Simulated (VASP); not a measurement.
# KTaO3 in VASP: further runs

The runs below take KTaO3 through electric field gradients, with PBE.

Program: VASP 6.6.1. These are calculated values, not measurements. Logs are shortened: lines on timing, memory, paths and dates and some standing lists are left out, and cuts for length are marked.

## 1. The cell of the first run

The structure is tetragonal, space group P4/mmm (No. 123). Conventional cell: a = 3.988 Å, b = 3.988 Å, c = 3.948 Å, α = 90.00°, β = 90.00°, γ = 90.00°. Within 3.7 Å of K (site symmetry 4/mmm) lie 12 O at 2.81 to 2.82 Å and 8 Ta at 3.44 Å. Ta (site symmetry 4/mmm) has 6 O at 1.97 to 1.99 Å within 2.6 Å. Within 2.6 Å of O (site symmetry mmm) lie 2 Ta at 1.99 Å. O (site symmetry 4/mmm) has 2 Ta at 1.97 Å within 2.6 Å.

## 2. Electric field gradients, PBE (zz strain of -1 %)

INCAR

```
PREC = Accurate
ENCUT = 520
EDIFF = 1E-8
ISMEAR = -1
SIGMA = 0.01
LREAL = False
LASPH = True
NELM = 60
ALGO = Normal
ISIF = 2
LWAVE = False
LCHARG = False
GGA = PE
LEFG = True
NBANDS = 27
```

KPOINTS

```
Automatic mesh
0
Gamma
  5 5 5
```

POSCAR

```
KTaO3
1.0
    3.9883000000      0.0000000000      0.0000000000
    0.0000000000      3.9883000000      0.0000000000
    0.0000000000      0.0000000000      3.9484170000
K Ta O
1 1 3
Direct
    0.5000000000      0.5000000000      0.5000000000
    0.0000000000      0.0000000000      0.0000000000
    0.5000000000      0.0000000000      0.0000000000
    0.0000000000      0.5000000000      0.0000000000
    0.0000000000      0.0000000000      0.5000000000
```

Potentials or basis: VASP PAW PBE potentials, release 64 (K_sv, Ta_pv, O).

Command:

```sh
cat potpaw_PBE.64/K_sv/POTCAR potpaw_PBE.64/Ta_pv/POTCAR potpaw_PBE.64/O/POTCAR > POTCAR
mpirun -np 1 vasp_std > vasp.out
```

OUTCAR:

```text
PREC = Accurate
   ENCUT = 520
   EDIFF = 1E-8
   ISMEAR = -1
   LREAL = False
   LASPH = True
   NELM = 60
   ISIF = 2
   GGA = PE

 ion  position               nearest neighbor table
   1  0.500  0.500  0.500-   3 2.81   4 2.81   3 2.81   4 2.81   3 2.81   3 2.81   4 2.81   4 2.81
                             5 2.82   5 2.82   5 2.82   5 2.82   2 3.44   2 3.44   2 3.44   2 3.44
   2  0.000  0.000  0.000-   5 1.97   5 1.97   3 1.99   4 1.99   4 1.99   3 1.99   1 3.44   1 3.44
                             1 3.44   1 3.44   1 3.44   1 3.44   1 3.44   1 3.44
   3  0.500  0.000  0.000-   2 1.99   2 1.99   1 2.81   1 2.81   1 2.81   1 2.81
   4  0.000  0.500  0.000-   2 1.99   2 1.99   1 2.81   1 2.81   1 2.81   1 2.81
   5  0.000  0.000  0.500-   2 1.97   2 1.97   1 2.82   1 2.82   1 2.82   1 2.82

  LATTYP: Found a simple tetragonal cell.
 ALAT       =     3.9883000000
 C/A-ratio  =     0.9900000000

  Lattice vectors:

 A1 = (   3.9883000000,   0.0000000000,   0.0000000000)
 A2 = (   0.0000000000,   3.9883000000,   0.0000000000)
 A3 = (   0.0000000000,   0.0000000000,   3.9484170000)

Analysis of symmetry for initial positions (statically):
=====================================================================
 Subroutine PRICEL returns:
 Original cell was already a primitive cell.

 Routine SETGRP: Setting up the symmetry group for a
 simple tetragonal supercell.

 Subroutine GETGRP returns: Found 16 space group operations
 (whereof 16 operations were pure point group operations)
 out of a pool of 16 trial point group operations.

The static configuration has the point symmetry D_4h.

Analysis of symmetry for dynamics (positions and initial velocities):
=====================================================================
 Subroutine PRICEL returns:
 Original cell was already a primitive cell.

 Routine SETGRP: Setting up the symmetry group for a
 simple tetragonal supercell.

 Subroutine GETGRP returns: Found 16 space group operations
 (whereof 16 operations were pure point group operations)
 out of a pool of 16 trial point group operations.

The dynamic configuration has the point symmetry D_4h.

 Subroutine INISYM returns: Found 16 space group operations
 (whereof 16 operations are pure point group operations),
 and found     1 'primitive' translations

----------------------------------------------------------------------------------------

                                     Primitive cell

  volume of cell :      62.8056

  direct lattice vectors                    reciprocal lattice vectors
     3.988300000  0.000000000  0.000000000     0.250733395  0.000000000  0.000000000
     0.000000000  3.988300000  0.000000000     0.000000000  0.250733395  0.000000000
     0.000000000  0.000000000  3.948417000     0.000000000  0.000000000  0.253266056

  length of vectors
     3.988300000  3.988300000  3.948417000     0.250733395  0.250733395  0.253266056

  position of ions in fractional coordinates (direct lattice)
     0.500000000  0.500000000  0.500000000
     0.000000000  0.000000000  0.000000000
     0.500000000  0.000000000  0.000000000
     0.000000000  0.500000000  0.000000000
     0.000000000  0.000000000  0.500000000

  ion indices of the primitive-cell ions
   primitive index   ion index
                 1           1
                 2           2
                 3           3
                 4           4
                 5           5

----------------------------------------------------------------------------------------

 KPOINTS: Automatic mesh

[... 41 lines left out ...]
  0.400000  0.400000  0.400000      8.000000
   k-points           NKPTS =     18   k-points in BZ     NKDIM =     18   number of bands    NBANDS=     27
   number of dos      NEDOS =    301   number of ions     NIONS =      5
   total plane-waves  NPLWV =  27000
   dimension x,y,z NGX =    30 NGY =   30 NGZ =   30
   dimension x,y,z NGXF=    60 NGYF=   60 NGZF=   60
   ions per type =               1   1   3
   NGX,Y,Z   is equivalent  to a cutoff of  12.51, 12.51, 12.63 a.u.
   NGXF,Y,Z  is equivalent  to a cutoff of  25.01, 25.01, 25.26 a.u.
 SYSTEM =  unknown system
   PREC   = accura    normal or accurate (medium, high low for compatibility)
   ISTART =      0    job   : 0-new  1-cont  2-samecut
   ICHARG =      2    charge: 1-file 2-atom 10-const
   ISPIN  =      1    spin polarized calculation?
   LNONCOLLINEAR =      F non collinear calculations
   LSORBIT =      F    spin-orbit coupling
   LASPH  =      T    aspherical Exc in radial PAW
   ENCUT  =  520.0 eV  38.22 Ry    6.18 a.u.   7.42  7.42  7.34*2*pi/ulx,y,z
   NELM   =     60;   NELMIN=  2; NELMDL= -5     # of ELM steps
   EDIFF  = 0.1E-07   stopping-criterion for ELM
   LREAL  =      F    real-space projection
   EDIFFG = 0.1E-06   stopping-criterion for IOM
   NSW    =      0    number of steps for IOM
   IBRION =     -1    ionic relax: 0-MD 1-quasi-New 2-CG
   NFREE  =      0    steps in history (QN), initial steepest desc. (CG)
   ISIF   =      2    stress and relaxation
   ISYM   =      2    0-nonsym 1-usesym 2-fastsym
   POTIM  = 0.5000    time-step for ionic-motion
   TEBEG  =    0.0;   TEEND  =   0.0 temperature during run
   PSTRESS=    0.0 pullay stress
   NELECT =      38.0000    total number of electrons
   NUPDOWN=      -1.0000    fix difference up-down
   EMIN   =  10.00;   EMAX   =-10.00  energy-range for DOS
   EFERMI =   0.00;   METHOD = LEGACY
   ISMEAR =    -1;   SIGMA  =   0.01  broadening in eV -4-tet -1-fermi 0-gaus
   EFERMI_NEDOS =   21; number of points for ismear=-14 and -15
   IALGO  =     38    algorithm
   IMIX   =      4    mixing-type and parameters
     AMIX     =   0.40;   BMIX     =  1.00
     AMIX_MAG =   1.60;   BMIX_MAG =  1.00
  volume/ion in A,a.u.               =      12.56        84.77
  Fermi-wavevector in a.u.,A,eV,Ry     =   1.384639  2.616588 26.085422  1.917224
  Thomas-Fermi vector in A             =   2.509124
   LORBIT       =      0    0 simple, 1 ext, 2 COOP (PROOUT), +10 PAW based schemes
   GGA     = PE    functional components
[... 5 lines left out ...]
 non-spin polarized calculation
  energy-cutoff  :      520.00
  volume of cell :       62.81
 maximum number of plane-waves:      1727
 NGX is ok and might be reduce to    30
   NGX = 15   NGY = 15   NGZ = 15

 number of electron      37.9999979 magnetization

 Free energy of the ion-electron system (eV)
  ---------------------------------------------------
  ext. energy  EPLUGINS =         0.00000000
  ---------------------------------------------------
  free energy    TOTEN  =       -40.99034873 eV

  energy without entropy =      -40.99034873  energy(sigma->0) =      -40.99034873

 E-fermi :   2.0093     XC(G=0): -10.9263

 val. band max:        1.7601354415   @ k =   0.4000   0.4000   0.4000
 cond. band min:       4.0565093980   @ k =   0.0000   0.0000   0.0000
 fundamental gap:      2.2963739566
 Fermi energy:         2.0092770869

 k-point     1 :       0.0000    0.0000    0.0000
  band No.  band energies     occupation
      1     -32.2232      2.00000
      2     -32.2061      2.00000
      3     -32.2061      2.00000
      4     -25.4422      2.00000
      5     -15.7245      2.00000
      6     -15.0482      2.00000
[... 529 lines left out ...]
     26      13.2421      0.00000
     27      13.6892      0.00000

------------------------ aborting loop because EDIFF is reached ----------------------------------------

  FORCE on cell =-STRESS in cart. coord.  units (eV):
  Direction    XX          YY          ZZ          XY          YZ          ZX
  --------------------------------------------------------------------------------------
  -------------------------------------------------------------------------------------
  Total        2.7357705      2.7357705      4.3402757      0.0000000     -0.0000000      0.0000000
  in kB       69.7897425     69.7897425    110.7208084      0.0000000     -0.0000000      0.0000000
  external PRESSURE =      83.4334312 kB  Pullay stress =       0.0000000 kB

 VOLUME and BASIS-vectors are now :
 -----------------------------------------------------------------------------
  energy-cutoff  :      520.00
  volume of cell :       62.81
      direct lattice vectors                 reciprocal lattice vectors
     3.988300000  0.000000000  0.000000000     0.250733395  0.000000000  0.000000000
     0.000000000  3.988300000  0.000000000     0.000000000  0.250733395  0.000000000
     0.000000000  0.000000000  3.948417000     0.000000000  0.000000000  0.253266056

 POSITION                                       TOTAL-FORCE (eV/Angst)
 -----------------------------------------------------------------------------------
      1.99415      1.99415      1.97421         0.000000      0.000000      0.000000
      0.00000      0.00000      0.00000         0.000000      0.000000      0.000000
      1.99415      0.00000      0.00000         0.000000      0.000000      0.000000
      0.00000      1.99415      0.00000         0.000000      0.000000      0.000000
      0.00000      0.00000      1.97421         0.000000      0.000000      0.000000
 -----------------------------------------------------------------------------------
    total drift:                                0.000000     -0.000000      0.000000

  FREE ENERGIE OF THE ION-ELECTRON SYSTEM (eV)
  ---------------------------------------------------
  free  energy   TOTEN  =       -40.9903487311 eV

  energy  without entropy=      -40.9903487311  energy(sigma->0) =      -40.99034873

 Electric field gradients (V/A^2)
---------------------------------------------------------------------
 ion       V_xx      V_yy      V_zz      V_xy      V_xz      V_yz
---------------------------------------------------------------------
   1       0.498     0.498    -0.995     0.000     0.000     0.000
   2      27.884    27.884   -55.769     0.000     0.000     0.000
   3      20.290    -8.823   -11.467     0.000     0.000    -0.000
   4      -8.823    20.290   -11.467     0.000    -0.000    -0.000
   5      -7.076    -7.076    14.152     0.000    -0.000    -0.000
---------------------------------------------------------------------

 Electric field gradients after diagonalization (V/A^2)
 (convention: |V_zz| > |V_xx| > |V_yy|)
----------------------------------------------------------------------
 ion       V_xx      V_yy      V_zz     asymmetry (V_yy - V_xx)/ V_zz
----------------------------------------------------------------------
   1       0.498     0.498    -0.995       0.000
   2      27.884    27.884   -55.769       0.000
   3     -11.467    -8.823    20.290       0.130
   4     -11.467    -8.823    20.290       0.130
   5      -7.076    -7.076    14.152       0.000
----------------------------------------------------------------------

           NMR quadrupolar parameters

 Cq : quadrupolar parameter    Cq=e*Q*V_zz/h
 eta: asymmetry parameters     (V_yy - V_xx)/ V_zz
 Q  : nuclear electric quadrupole moment in mb (millibarn)
----------------------------------------------------------------------
 ion       Cq(MHz)       eta       Q (mb)
----------------------------------------------------------------------
   1      -0.002       0.000       1.000
   2      -0.135       0.000       1.000
   3       0.049       0.130       1.000
   4       0.049       0.130       1.000
   5       0.034       0.000       1.000
----------------------------------------------------------------------
```

Wall time 55 s (1 thread of AMD EPYC 7R13 (Zen 3), shared host); peak memory 0.15 GiB.

What came out:

```yaml
Free_energy: -40.9903 eV
Pressure: 8.3 GPa
Band_gap_on_the_k_mesh: 2.30 eV, indirect (least direct gap 2.79 eV)
```

Stress tensor (GPa, compression positive):
```
 6.98  0.00  0.00
 0.00  6.98  0.00
 0.00  0.00 11.07
```

Levels at points of the mesh, in eV from the valence-band top:
```
           k point  band 15  band 16  band 17  band 18  band 19  band 20  band 21  band 22  band 23  band 24
(0.00, 0.00, 0.00)    -0.98    -0.92    -0.51    -0.51    -0.50     2.30     2.31     2.31     6.79     6.91
```

Electric field gradients, principal values (V/Å²):
```csv
atom,least,middle,greatest (by size)
1 K,0.498,0.498,-0.995
2 Ta,27.884,27.884,-55.769
3 O,-8.823,-11.467,20.290
4 O,-8.823,-11.467,20.290
5 O,-7.076,-7.076,14.152
```

Caveat: the cell differs from its parent crystal (zz strain of -1 %); without QUAD_EFG the Cq values of the log hold for a quadrupole moment of 1 mb, not for the nuclei; spin-orbit coupling is left out, which moves the levels of the heavy elements.

[end of part 1 of 3]
